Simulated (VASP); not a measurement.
# C in VASP: single point with PBE

Aim: the single point of C with PBE.

All numbers are computed with VASP 6.6.1; they aren't measurements. Logs are shortened: lines on timing, memory, paths and dates and some standing lists are left out, and cuts for length are marked.

## Step 1: The cell of the first run

The cell holds a slab with vacuum, 18 atoms: a = 7.398 Å, b = 7.398 Å, c = 13.000 Å, α = 90.00°, β = 90.00°, γ = 120.00°.

## Step 2: Single point, PBE

Input file INCAR:

```
SYSTEM = C
  PREC = Accurate
  ENCUT = 520
  EDIFF = 1E-6
  ISMEAR = -1
  SIGMA = 0.02
  LREAL = Auto
  LASPH = .TRUE.
  NELM = 80
  ALGO = Normal
  ISIF = 2
  LWAVE = .FALSE.
  LCHARG = .FALSE.
  GGA = PE
  NBANDS = 51
```

Input file KPOINTS:

```
Automatic mesh
0
G
  2 2 1
  0 0 0
```

Input file POSCAR:

```
C
1.0
    7.3980000000      0.0000000000      0.0000000000
   -3.6990000000      6.4068560000      0.0000000000
    0.0000000000      0.0000000000     13.0000000000
C
18
Direct
    0.0300704630     -0.0029031400      0.0680000000
    0.2564399119      0.1321553036      0.0664076923
    0.0301712911      0.3356872700      0.0859307692
    0.2441288361      0.4467870044      0.0874615385
    0.0345050032      0.6712808903      0.0691846154
    0.2522646146      0.7868758093      0.0709000000
    0.3699554105      0.0011706210      0.0600769231
    0.5814381826      0.1064016422      0.0720230769
    0.3674548302      0.3457233938      0.0673000000
    0.5903714150      0.4547628353      0.0777461538
    0.3571767637      0.6708282502      0.0796923077
    0.5890946529      0.7950857644      0.0710461538
    0.6932647191      0.0011550127      0.0652692308
    0.9280269854      0.1171245303      0.0792000000
    0.6911961063      0.3342981331      0.0765461538
    0.9120823655      0.4499554852      0.0853076923
    0.7061208644      0.6750424857      0.0718846154
    0.9277848459      0.7906061881      0.0655923077
```

Potentials or basis: VASP PAW PBE potentials, release 64 (C).

On the command line:

```bash
cat potpaw_PBE.64/C/POTCAR > POTCAR
mpirun -np 1 vasp_std > vasp.out
```

OUTCAR:

```text
SYSTEM = C
   PREC = Accurate
   ENCUT = 520
   EDIFF = 1E-6
   ISMEAR = -1
   LREAL = Auto
   LASPH = .TRUE.
   NELM = 80
   ISIF = 2
   GGA = PE

 ion  position               nearest neighbor table
   1  0.030  0.997  0.068-  18 1.32  14 1.43   2 1.46
   2  0.256  0.132  0.066-   9 1.37   1 1.46   7 1.57
   3  0.030  0.336  0.086-   4 1.37  14 1.40  16 1.49
   4  0.244  0.447  0.087-   3 1.37  11 1.44   9 1.46
   5  0.035  0.671  0.069-   6 1.40  16 1.44  18 1.45
   6  0.252  0.787  0.071-   7 1.38   5 1.40  11 1.42
[... 10 lines left out ...]
  17  0.706  0.675  0.072-  10 1.41  18 1.42  12 1.52
  18  0.928  0.791  0.066-   1 1.32  17 1.42   5 1.45

  LATTYP: Found a hexagonal cell.
 ALAT       =     7.3980000000
 C/A-ratio  =     1.7572316842

  Lattice vectors:

 A1 = (   7.3980000000,   0.0000000000,   0.0000000000)
 A2 = (  -3.6990000000,   6.4068560000,   0.0000000000)
 A3 = (   0.0000000000,   0.0000000000,  13.0000000000)

Analysis of symmetry for initial positions (statically):
=====================================================================
 Subroutine PRICEL returns:
 Original cell was already a primitive cell.

 Routine SETGRP: Setting up the symmetry group for a
 hexagonal supercell.

 Subroutine GETGRP returns: Found  1 space group operations
 (whereof  1 operations were pure point group operations)
 out of a pool of 24 trial point group operations.

The static configuration has the point symmetry C_1 .

Analysis of symmetry for dynamics (positions and initial velocities):
=====================================================================
 Subroutine PRICEL returns:
 Original cell was already a primitive cell.

 Routine SETGRP: Setting up the symmetry group for a
 hexagonal supercell.

 Subroutine GETGRP returns: Found  1 space group operations
 (whereof  1 operations were pure point group operations)
 out of a pool of 24 trial point group operations.

The dynamic configuration has the point symmetry C_1 .

 Subroutine INISYM returns: Found  1 space group operations
 (whereof  1 operations are pure point group operations),
 and found     1 'primitive' translations

----------------------------------------------------------------------------------------

                                     Primitive cell

  volume of cell :     616.1730

  direct lattice vectors                    reciprocal lattice vectors
     7.398000000  0.000000000  0.000000000     0.135171668  0.078041398  0.000000000
    -3.699000000  6.406856000  0.000000000     0.000000000  0.156082796  0.000000000
     0.000000000  0.000000000 13.000000000     0.000000000  0.000000000  0.076923077

  length of vectors
     7.398000000  7.398000054 13.000000000     0.156082797  0.156082796  0.076923077

  position of ions in fractional coordinates (direct lattice)
     0.030070463  0.997096860  0.068000000
     0.256439912  0.132155304  0.066407692
     0.030171291  0.335687270  0.085930769
     0.244128836  0.446787004  0.087461539
     0.034505003  0.671280890  0.069184615
     0.252264615  0.786875809  0.070900000
[... 10 lines left out ...]
     0.706120864  0.675042486  0.071884615
     0.927784846  0.790606188  0.065592308

  ion indices of the primitive-cell ions
   primitive index   ion index
                 1           1
                 2           2
                 3           3
                 4           4
                 5           5
                 6           6
[... 10 lines left out ...]
                17          17
                18          18

----------------------------------------------------------------------------------------

 KPOINTS: Automatic mesh

Automatic generation of k-mesh.
 Grid dimensions read from file:
 generate k-points for:    2    2    1

 Generating k-lattice:

  Cartesian coordinates                     Fractional coordinates (reciprocal lattice)
     0.067585834  0.039020699  0.000000000     0.500000000 -0.000000000  0.000000000
     0.000000000  0.078041398  0.000000000     0.000000000  0.500000000  0.000000000
     0.000000000  0.000000000  0.076923077     0.000000000  0.000000000  1.000000000

  Length of vectors
     0.078041399  0.078041398  0.076923077

  Shift w.r.t. Gamma in fractional coordinates (k-lattice)
     0.000000000  0.000000000  0.000000000

 Subroutine IBZKPT returns following result:
 ===========================================

 Found      4 irreducible k-points:

 Following reciprocal coordinates:
            Coordinates               Weight
  0.000000  0.000000  0.000000      1.000000
  0.500000  0.000000  0.000000      1.000000
  0.000000  0.500000  0.000000      1.000000
  0.500000  0.500000  0.000000      1.000000
   k-points           NKPTS =      4   k-points in BZ     NKDIM =      4   number of bands    NBANDS=     51
   number of dos      NEDOS =    301   number of ions     NIONS =     18
   total plane-waves  NPLWV = 307328
   dimension x,y,z NGX =    56 NGY =   56 NGZ =   98
   dimension x,y,z NGXF=   112 NGYF=  112 NGZF=  196
   ions per type =              18
   NGX,Y,Z   is equivalent  to a cutoff of  12.58, 12.58, 12.53 a.u.
   NGXF,Y,Z  is equivalent  to a cutoff of  25.17, 25.17, 25.06 a.u.
 SYSTEM =  C
   PREC   = accura    normal or accurate (medium, high low for compatibility)
   ISTART =      0    job   : 0-new  1-cont  2-samecut
   ICHARG =      2    charge: 1-file 2-atom 10-const
   ISPIN  =      1    spin polarized calculation?
   LNONCOLLINEAR =      F non collinear calculations
   LSORBIT =      F    spin-orbit coupling
   LASPH  =      T    aspherical Exc in radial PAW
   ENCUT  =  520.0 eV  38.22 Ry    6.18 a.u.  13.76 13.76 24.17*2*pi/ulx,y,z
   NELM   =     80;   NELMIN=  2; NELMDL= -5     # of ELM steps
   EDIFF  = 0.1E-05   stopping-criterion for ELM
   LREAL  =      T    real-space projection
   EDIFFG = 0.1E-04   stopping-criterion for IOM
   NSW    =      0    number of steps for IOM
   IBRION =     -1    ionic relax: 0-MD 1-quasi-New 2-CG
   NFREE  =      0    steps in history (QN), initial steepest desc. (CG)
   ISIF   =      2    stress and relaxation
   ISYM   =      2    0-nonsym 1-usesym 2-fastsym
   POTIM  = 0.5000    time-step for ionic-motion
   TEBEG  =    0.0;   TEEND  =   0.0 temperature during run
   PSTRESS=    0.0 pullay stress
   NELECT =      72.0000    total number of electrons
   NUPDOWN=      -1.0000    fix difference up-down
   EMIN   =  10.00;   EMAX   =-10.00  energy-range for DOS
   EFERMI =   0.00;   METHOD = LEGACY
   ISMEAR =    -1;   SIGMA  =   0.02  broadening in eV -4-tet -1-fermi 0-gaus
   EFERMI_NEDOS =   21; number of points for ismear=-14 and -15
   IALGO  =     38    algorithm
   IMIX   =      4    mixing-type and parameters
     AMIX     =   0.40;   BMIX     =  1.00
     AMIX_MAG =   1.60;   BMIX_MAG =  1.00
  volume/ion in A,a.u.               =      34.23       231.01
  Fermi-wavevector in a.u.,A,eV,Ry     =   0.800359  1.512459  8.715544  0.640574
  Thomas-Fermi vector in A             =   1.907639
   LORBIT       =      0    0 simple, 1 ext, 2 COOP (PROOUT), +10 PAW based schemes
   GGA     = PE    functional components
   LHFCALC =     F    Hartree Fock is set to
   AEXX    =    0.0000 exact exchange contribution
   IVDW    =     0    specifies the selected vdW correction
   LEPSILON=     F    determine dielectric tensor
   LRPA    =     F    only Hartree local field effects (RPA)
 non-spin polarized calculation
  energy-cutoff  :      520.00
  volume of cell :      616.17
 maximum number of plane-waves:     16651
 NGX is ok and might be reduce to    56
   NGX = 27   NGY = 27   NGZ = 49

 number of electron      72.0000002 magnetization

 Free energy of the ion-electron system (eV)
  ---------------------------------------------------
  ext. energy  EPLUGINS =         0.00000000
  ---------------------------------------------------
  free energy    TOTEN  =      -163.59531638 eV

  energy without entropy =     -163.58256657  energy(sigma->0) =     -163.58894147

 E-fermi :  -1.9678     XC(G=0):  -3.3145

 val. band max:       -1.9815407671   @ k =   0.0000   0.0000   0.0000
 cond. band min:      -1.9540694184   @ k =   0.0000   0.0000   0.0000
 fundamental gap:      0.0274713487
 Fermi energy:        -1.9678050928

 k-point     1 :       0.0000    0.0000    0.0000
  band No.  band energies     occupation
      1     -21.4594      2.00000
      2     -19.2830      2.00000
      3     -19.0743      2.00000
      4     -18.9317      2.00000
      5     -18.8958      2.00000
      6     -18.5996      2.00000
[... 40 lines left out ...]
     47       3.3881      0.00000
     48       4.5071      0.00000

 k-point     2 :       0.5000    0.0000    0.0000
  band No.  band energies     occupation
      1     -20.8378      2.00000
      2     -20.7934      2.00000
      3     -19.6607      2.00000
      4     -19.3794      2.00000
      5     -17.3685      2.00000
      6     -17.0787      2.00000
[... 40 lines left out ...]
     47       3.8926      0.00000
     48       3.9411      0.00000

 k-point     3 :       0.0000    0.5000    0.0000
  band No.  band energies     occupation
      1     -20.9081      2.00000
      2     -20.7152      2.00000
      3     -19.7017      2.00000
      4     -19.3232      2.00000
      5     -17.4207      2.00000
      6     -17.1322      2.00000
[... 40 lines left out ...]
     47       3.9204      0.00000
     48       3.9512      0.00000

 k-point     4 :       0.5000    0.5000    0.0000
  band No.  band energies     occupation
      1     -20.8557      2.00000
      2     -20.7695      2.00000
      3     -19.6463      2.00000
      4     -19.4154      2.00000
      5     -17.3166      2.00000
      6     -17.0194      2.00000
[... 40 lines left out ...]
     47       3.8779      0.00000
     48       3.9478      0.00000
 [bands above 48 left out]

------------------------ aborting loop because EDIFF is reached ----------------------------------------

  FORCE on cell =-STRESS in cart. coord.  units (eV):
  Direction    XX          YY          ZZ          XY          YZ          ZX
  --------------------------------------------------------------------------------------
  -------------------------------------------------------------------------------------
  Total        3.0424937      4.4259883     -1.1798350      0.5332026      0.1261581      0.8050349
  in kB        7.9111136     11.5084863     -3.0678153      1.3864373      0.3280373      2.0932574
  external PRESSURE =       5.4505949 kB  Pullay stress =       0.0000000 kB

 VOLUME and BASIS-vectors are now :
 -----------------------------------------------------------------------------
  energy-cutoff  :      520.00
  volume of cell :      616.17
      direct lattice vectors                 reciprocal lattice vectors
     7.398000000  0.000000000  0.000000000     0.135171668  0.078041398  0.000000000
    -3.699000000  6.406856000  0.000000000     0.000000000  0.156082796  0.000000000
     0.000000000  0.000000000 13.000000000     0.000000000  0.000000000  0.076923077

 POSITION                                       TOTAL-FORCE (eV/Angst)
 -----------------------------------------------------------------------------------
     -3.46580      6.38826      0.88400         0.055941      6.898966      0.464229
      1.40830      0.84670      0.86330         2.656579     -4.579203     -0.850145
     -1.01850      2.15070      1.11710        -1.893998     -0.300456      0.249809
      0.15340      2.86250      1.13700         2.582309      2.345487     -1.478654
     -2.22780      4.30080      0.89940        -2.275689     -0.417517      0.802663
     -1.04440      5.04140      0.92170         1.310731     -1.794036     -0.238375
[... 10 lines left out ...]
      2.72690      4.32490      0.93450        -1.988690      1.073619      0.125813
      3.93930      5.06530      0.85270         0.032383     -5.161281      0.246681
 -----------------------------------------------------------------------------------
    total drift:                                0.016784      0.004407     -0.000461

  FREE ENERGIE OF THE ION-ELECTRON SYSTEM (eV)
  ---------------------------------------------------
  free  energy   TOTEN  =      -163.5953163838 eV

  energy  without entropy=     -163.5825665662  energy(sigma->0) =     -163.58894147
```

Wall time 3.9 min (1 thread of Intel Xeon Platinum 8488C (Sapphire Rapids), shared host); peak memory 0.58 GiB.

What came out:

| Quantity | Value |
| --- | --- |
| Free energy | -163.5953 eV |
| Largest force | 6.915 eV/Å |

Forces in eV/Å, atoms in the order of the input:
```
C    0.056  6.899  0.464
C    2.657 -4.579 -0.850
C   -1.894 -0.300  0.250
C    2.582  2.345 -1.479
C   -2.276 -0.418  0.803
C    1.311 -1.794 -0.238
C   -4.066  2.370  1.091
C    0.148  3.133 -0.806
C   -1.377  0.340  1.982
C   -0.284 -0.149 -1.220
C    1.555  0.886 -0.184
C    0.877 -6.494  0.191
C    2.607  3.622  1.514
C   -2.652 -1.710 -1.256
C    0.617  0.133  0.554
C    2.096 -0.197 -1.187
C   -1.989  1.074  0.126
C    0.032 -5.161  0.247
```

Caveat: the k points lie up to 0.49 Å⁻¹ apart; the atoms stand as in a frame of molecular dynamics.
